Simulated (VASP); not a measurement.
# Nb5N (P-3m1) in VASP: a series of runs, part 2 of 2

VASP 6.6.1. The steps go on from the part before.

### 4 Single point, PBE

File INCAR:

```
  PREC = Accurate
  ENCUT = 520
  EDIFF = 1E-6
  ISMEAR = 0
  SIGMA = 0.1
  LREAL = F
  LASPH = T
  NELM = 60
  ALGO = Normal
  ISIF = 2
  LWAVE = F
  LCHARG = T
  GGA = PE
  LELF = T
  LVHAR = T
  NBANDS = 44
```

File KPOINTS:

```
Automatic mesh
0
Gamma
  12 12 4
```

File POSCAR:

```
Nb5N
1.0
    3.1357252787      0.0000000000      0.0000000000
   -1.5678626393      2.7156177506      0.0000000000
    0.0000000000      0.0000000000     11.4385006260
Nb N
5 1
Direct
    0.3333333333      0.6666666667      0.1060177118
    0.6666666667      0.3333333333      0.8939822882
    0.6666666667      0.3333333333      0.3135792388
    0.3333333333      0.6666666667      0.6864207612
    0.0000000000      0.0000000000      0.5000000000
    0.0000000000      0.0000000000      0.0000000000
```

Potentials or basis: VASP PAW PBE potentials, release 64 (Nb_sv, N).

Started as:

```console
$ cat potpaw_PBE.64/Nb_sv/POTCAR potpaw_PBE.64/N/POTCAR > POTCAR
$ mpirun -np 1 vasp_std > vasp.out
```

OUTCAR:

```text
PREC = Accurate
   ENCUT = 520
   EDIFF = 1E-6
   ISMEAR = 0
   LREAL = F
   LASPH = T
   NELM = 60
   ISIF = 2
   GGA = PE

 ion  position               nearest neighbor table
   1  0.333  0.667  0.106-   6 2.18   6 2.18   6 2.18   3 2.99   3 2.99   3 2.99   2 3.03   2 3.03
                             2 3.03
   2  0.667  0.333  0.894-   6 2.18   6 2.18   6 2.18   4 2.99   4 2.99   4 2.99   1 3.03   1 3.03
                             1 3.03
   3  0.667  0.333  0.314-   5 2.80   5 2.80   5 2.80   1 2.99   1 2.99   1 2.99
   4  0.333  0.667  0.686-   5 2.80   5 2.80   5 2.80   2 2.99   2 2.99   2 2.99
   5  0.000  0.000  0.500-   3 2.80   4 2.80   4 2.80   3 2.80   3 2.80   4 2.80
   6  0.000  0.000  0.000-   1 2.18   2 2.18   1 2.18   2 2.18   2 2.18   1 2.18
[... 1336 lines left out ...]
  Total       -0.2252254     -0.2252254     -0.2179919     -0.0000000      0.0000000      0.0000000
  in kB       -3.7046925     -3.7046925     -3.5857102     -0.0000000      0.0000000      0.0000000
  external PRESSURE =      -3.6650318 kB  Pullay stress =       0.0000000 kB

 VOLUME and BASIS-vectors are now :
 -----------------------------------------------------------------------------
  energy-cutoff  :      520.00
  volume of cell :       97.40
      direct lattice vectors                 reciprocal lattice vectors
     3.135725279  0.000000000  0.000000000     0.318905488  0.184120169  0.000000000
    -1.567862639  2.715617751  0.000000000     0.000000000  0.368240339  0.000000000
     0.000000000  0.000000000 11.438500626     0.000000000  0.000000000  0.087424046

 POSITION                                       TOTAL-FORCE (eV/Angst)
 -----------------------------------------------------------------------------------
     -0.00000      1.81041      1.21268        -0.000000      0.000000     -0.009963
      1.56786      0.90521     10.22582        -0.000000     -0.000000      0.009963
      1.56786      0.90521      3.58688         0.000000     -0.000000      0.003545
     -0.00000      1.81041      7.85162        -0.000000      0.000000     -0.003545
      0.00000      0.00000      5.71925         0.000000      0.000000     -0.000000
      0.00000      0.00000      0.00000         0.000000      0.000000     -0.000000
 -----------------------------------------------------------------------------------
    total drift:                               -0.000000      0.000000      0.000000

  FREE ENERGIE OF THE ION-ELECTRON SYSTEM (eV)
  ---------------------------------------------------
  free  energy   TOTEN  =       -61.0094867853 eV

  energy  without entropy=      -60.9898150201  energy(sigma->0) =      -60.99965090
```

It took 2.7 min on 1 thread of Intel Xeon 6975P-C (Granite Rapids), shared host; peak memory 0.36 GiB.

What came out:

* Free energy: -61.0095 eV
* Pressure: -0.4 GPa
* Largest force: 0.010 eV/Å
* Band gap on the k mesh: zero (bands 35 and 36 overlap by 0.64 eV)

Forces on the atoms (eV/Å):
```
Nb   0.000  0.000 -0.010
Nb   0.000  0.000  0.010
Nb   0.000  0.000  0.004
Nb   0.000  0.000 -0.004
Nb   0.000  0.000  0.000
N    0.000  0.000  0.000
```

Levels at points of the mesh, in eV from the Fermi level:
```tsv
k point	band 33	band 34	band 35	band 36	band 37	band 38
(0.00, 0.00, 0.00)	-0.54	-0.44	-0.11	-0.11	0.26	0.26
(0.50, 0.00, 0.00)	-0.60	-0.08	0.40	1.01	1.18	1.46
(0.00, 0.00, 0.50)	-0.44	-0.33	-0.33	-0.23	0.18	0.18
(0.50, 0.00, 0.50)	-0.49	0.04	0.39	0.57	0.67	1.84
```

### 5 Relaxation of cell and atoms, PBE

File INCAR:

```
SYSTEM = Nb5N
ALGO = Normal ; EDIFF = 1E-7
EDIFFG = -0.01 ; ENCUT = 600
GGA = PE ; IBRION = 2
ISIF = 3 ; ISMEAR = 0
LASPH = .TRUE. ; LCHARG = .FALSE.
LREAL = .FALSE. ; LWAVE = .FALSE.
NELM = 60 ; NSW = 100
PREC = Accurate ; SIGMA = 0.1
```

File KPOINTS:

```
k-points
0
G
  12 12 4
  0 0 0
```

File POSCAR:

```
Nb5N
1.0
    3.1345783441      0.0000000000      0.0000000000
   -1.5672891720      2.7146244761      0.0000000000
    0.0000000000      0.0000000000     11.4519323208
Nb N
5 1
Direct
    0.3333333333      0.6666666667      0.1056545554
    0.6666666667      0.3333333333      0.8943454446
    0.6666666667      0.3333333333      0.3140309349
    0.3333333333      0.6666666667      0.6859690651
    0.0000000000      0.0000000000      0.5000000000
    0.0000000000      0.0000000000      0.0000000000
```

Started as:

```console
$ cat potpaw_PBE.64/Nb_sv/POTCAR potpaw_PBE.64/N/POTCAR > POTCAR
$ mpirun -np 1 vasp_std > vasp.out
```

Wall time 14 min (1 thread of Intel Xeon 6975P-C (Granite Rapids), shared host); peak memory 0.45 GiB.

It converged, with:

- Free energy: -61.0116 eV
- Relaxed volume: 16.20 Å³/atom
- Relaxed cell: a = 3.134 Å, b = 3.134 Å, c = 11.428 Å, α = 90.00°, β = 90.00°, γ = 120.00°
- Space group after relaxing (to 0.1 Å): P-3m1 (No. 164)
- Energy gained by relaxing: 0.2 meV/atom
- Ionic steps: 6
- Pressure after relaxing: 0.0 GPa
- Largest force after relaxing: 0.009 eV/Å
- Band gap on the k mesh: zero (bands 35 and 36 overlap by 0.65 eV)

Forces on the atoms (eV/Å):
```
Nb   0.000  0.000 -0.002
Nb   0.000  0.000  0.002
Nb   0.000  0.000 -0.009
Nb   0.000  0.000  0.009
Nb   0.000  0.000  0.000
N    0.000  0.000  0.000
```

Step by step:
| step | energy change (eV) | largest force (eV/Å) | pressure (GPa) | volume (Å³) |
| --- | --- | --- | --- | --- |
| 1 | 0.0000 | 0.0774 | -0.36 | 97.45 |
| 2 | -0.0005 | 0.0407 | 0.59 | 96.94 |
| 3 | -0.0008 | 0.0547 | 0.23 | 97.13 |
| 4 | -0.0010 | 0.0315 | -0.12 | 97.25 |
| 5 | -0.0010 | 0.0101 | 0.00 | 97.21 |
| 6 | -0.0010 | 0.0094 | 0.00 | 97.21 |

Final structure:
```xyz
6
Lattice="3.1340 0.0000 0.0000 -1.5670 2.7141 0.0000 0.0000 0.0000 11.4283" Properties=species:S:1:pos:R:3 pbc="T T T"
Nb    0.0000    1.8094    1.2122
Nb    1.5670    0.9047   10.2160
Nb    1.5670    0.9047    3.5849
Nb    0.0000    1.8094    7.8433
Nb    0.0000    0.0000    5.7141
N     0.0000    0.0000    0.0000
```

Levels at points of the mesh, in eV from the Fermi level:
```
           k point  band 32  band 33  band 34  band 35  band 36  band 37  band 38  band 39
(0.00, 0.00, 0.00)    -0.55    -0.55    -0.44    -0.11    -0.11     0.26     0.26     1.10
(0.50, 0.00, 0.00)    -0.74    -0.61    -0.08     0.40     1.01     1.19     1.46     1.80
(0.00, 0.00, 0.50)    -0.45    -0.45    -0.34    -0.34    -0.23     0.18     0.18     0.92
(0.50, 0.00, 0.50)    -0.79    -0.50     0.04     0.39     0.56     0.67     1.85     2.22
```

### 6 Summary

| task | cell | k mesh | cutoff (eV) | smearing | gap on the mesh (eV) | pressure (GPa) | relaxed volume (Å³/atom) | largest force (eV/Å) |
| --- | --- | --- | --- | --- | --- | --- | --- | --- |
| single point | a = 3.135, b = 3.135, c = 11.452 Å, angles 90.0, 90.0, 120.0°, 6 atoms, atomic positions A | 6 × 6 × 2 | 520 | gaussian 0.2 eV | none | -0.2 | - | 0.04 |
| relaxation of cell and atoms | relaxed from a = 3.080, b = 3.080, c = 11.000 Å, angles 90.0, 90.0, 120.0°, 6 atoms, atomic positions B | 6 × 6 × 2 | 600 | gaussian 0.2 eV | none | -0.3 | 16.26 | 0.01 |
| single point | a = 3.136, b = 3.136, c = 11.439 Å, angles 90.0, 90.0, 120.0°, 6 atoms, atomic positions A | 12 × 12 × 4 | 520 | gaussian 0.1 eV | none | -0.4 | - | 0.01 |
| relaxation of cell and atoms | relaxed from a = 3.135, b = 3.135, c = 11.452 Å, angles 90.0, 90.0, 120.0°, 6 atoms, atomic positions A | 12 × 12 × 4 | 600 | gaussian 0.1 eV | none | 0.0 | 16.20 | 0.01 |

Alike in all rows: level PBE; potentials or basis VASP PAW PBE potentials, release 64 (Nb_sv, N); no spin polarisation.

Caveats: some runs use coarse meshes.

Total energies depend on the potentials used, so only differences within one code and one set of settings carry meaning.
